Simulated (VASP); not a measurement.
Set up this calculation in VASP 6.6.1, as the native input.

```
Task                   : single point
Functional             : PBE
Potentials or basis    : VASP PAW PBE potentials, release 64 (Ga_d, Sb)
Cutoff                 : 520 eV
k mesh                 : 24 × 24 × 24
Occupations            : gaussian, width 0.15 eV
Spin                   : no spin polarisation
Dipole correction      : no
Further INCAR settings : ALGO = Fast; EDIFF = 1e-07; NBANDS = 16
```

The structure of GaSb lies in POSCAR:

```
GaSb
1.0
   -2.9792966556      2.9792966556      1.3625388423
    2.9792966556     -2.9792966556      1.3625388423
    2.9792966556      2.9792966556     -1.3625388423
Ga Sb
1 1
Direct
    0.2500000000      0.7500000000      0.5000000000
    0.0000000000      0.0000000000      0.0000000000
```

This cell differs from its parent crystal: ratio of the length along z to the lengths across it x 0.8, volume and fractional coordinates fixed.

These files were run (other wordings do the same):

INCAR

```
  ALGO = Fast
  EDIFF = 1E-7
  ENCUT = 520
  GGA = PE
  ISIF = 2
  ISMEAR = 0
  LASPH = T
  LCHARG = F
  LREAL = F
  LWAVE = F
  NBANDS = 16
  NELM = 100
  PREC = Accurate
  SIGMA = 0.15
```

KPOINTS

```
k-points
0
Gamma
  24 24 24
```

Potentials or basis: VASP PAW PBE potentials, release 64 (Ga_d, Sb).

Run with:

```bash
$ cat potpaw_PBE.64/Ga_d/POTCAR potpaw_PBE.64/Sb/POTCAR > POTCAR
$ mpirun -np 1 vasp_std > vasp.out
```

Results of the run:

| Property | Result |
| --- | --- |
| Pressure | 4.0 GPa |
| Band gap on the k mesh | zero (bands 9 and 10 overlap by 3.21 eV) |

Caveat: the stress differs along the axes, from -2 to 16 GPa; spin-orbit coupling is left out, which moves the levels of the heavy elements.

Wall time 26 min on 1 thread of Oxide Virtual Turin-like Processor, with other jobs on the host, peak memory 0.88 GiB.
